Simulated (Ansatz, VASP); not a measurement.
# Te2Mo in VASP and in Ansatz

The input INCAR:

```
SYSTEM = Te2Mo
ALGO     = Normal         ! electronic algorithm
EDIFF    = 1E-7           ! SCF threshold, eV
ENCUT    = 520            ! plane-wave cutoff, eV
GGA      = PE             ! functional
ISIF     = 2              ! what is computed and relaxed
ISMEAR   = 0              ! smearing method
LASPH    = .True.         ! aspherical terms in the spheres
LCHARG   = .False.        ! write CHGCAR
LREAL    = .False.        ! projectors in reciprocal space
LWAVE    = .False.        ! write WAVECAR
NBANDS   = 64             ! bands
NELM     = 80             ! most SCF steps
PREC     = Accurate       ! precision mode
SIGMA    = 0.014          ! smearing width, eV
```

File KPOINTS:

```
k-points
0
Gamma
  4 8 2
  0 0 0
```

Contents of POSCAR:

```
Te2Mo
1.0
    6.3464495577      0.0000000000      0.0000000000
    0.0000000000      3.4942155400      0.0000000000
   -0.5490254083      0.0000000000     14.8561586148
Te Mo
8 4
Direct
    0.0630865700      0.5000000000      0.4013918100
    0.9362609700      0.0000000000      0.5989235800
    0.5672046900      0.0000000000      0.3620628100
    0.4325395100      0.5000000000      0.6382740100
    0.0910474500      0.0000000000      0.1379227500
    0.9094538900      0.5000000000      0.8617520200
    0.5810927600      0.5000000000      0.0985498300
    0.4193469800      0.0000000000      0.9011539900
    0.3196862200      0.0000000000      0.5068268200
    0.6797845000      0.5000000000      0.4935200200
    0.1814915000      0.5000000000      0.0065316300
    0.8190039500      0.0000000000      0.9930897200
```

input.yaml

```yaml
crystal:
  lattice:
    - [6.3464495577, 0.0, 0.0]
    - [0.0, 3.49421554, 0.0]
    - [-0.5490254083, 0.0, 14.8561586148]
  atoms:
    - { symbol: Te, position: [0.06308657, 0.5, 0.40139181] }
    - { symbol: Te, position: [0.93626097, 0.0, 0.59892358] }
    - { symbol: Te, position: [0.56720469, 0.0, 0.36206281] }
    - { symbol: Te, position: [0.43253951, 0.5, 0.63827401] }
    - { symbol: Te, position: [0.09104745, 0.0, 0.13792275] }
    - { symbol: Te, position: [0.90945389, 0.5, 0.86175202] }
    - { symbol: Te, position: [0.58109276, 0.5, 0.09854983] }
    - { symbol: Te, position: [0.41934698, 0.0, 0.90115399] }
    - { symbol: Mo, position: [0.31968622, 0.0, 0.50682682] }
    - { symbol: Mo, position: [0.6797845, 0.5, 0.49352002] }
    - { symbol: Mo, position: [0.1814915, 0.5, 0.00653163] }
    - { symbol: Mo, position: [0.81900395, 0.0, 0.99308972] }
hamiltonian:
  xc: pbe
  pseudopotentials: { kind: paw }
kpoints:
  mp_grid: { grid: [4, 8, 2] }
scf:
  occupations: { method: gaussian, width: 0.014 }
output:
  forces: true
  stress: true
  eigenvalues: true
```

Alike in both runs: task single point; functional PBE; k mesh 4 × 8 × 2; occupations gaussian, width 0.014 eV; no spin polarisation.

|  | VASP | Ansatz |
| --- | --- | --- |
| version | VASP 6.6.1 | Ansatz 0.2.0 |
| potentials or method | VASP PAW PBE potentials, release 64 (Te, Mo_sv) | Ansatz PAW |
| plane-wave cutoff (eV) | 520 | 420 |
| valence electrons in the cell | 104 | 184 |

```csv
,VASP,Ansatz,Ansatz less VASP
gap on the k mesh at the Fermi level (eV),none,none,-
pressure (GPa),0.7,0.7,-0.01
"traceless stress, the component that is largest in VASP (GPa)",-0.66,-0.63,+0.027
rms of the force components (eV/Å),0.081,0.078,-0.0030
```

Atom by atom the forces differ by 0.005 eV/Å (rms over components). A gap of «none» marks a metal or a gap that the smearing closes. VASP's potentials hold 104 valence electrons a cell and Ansatz's 184, so a difference there can come from the potentials and not from the codes.

Neither program's run includes spin-orbit coupling.
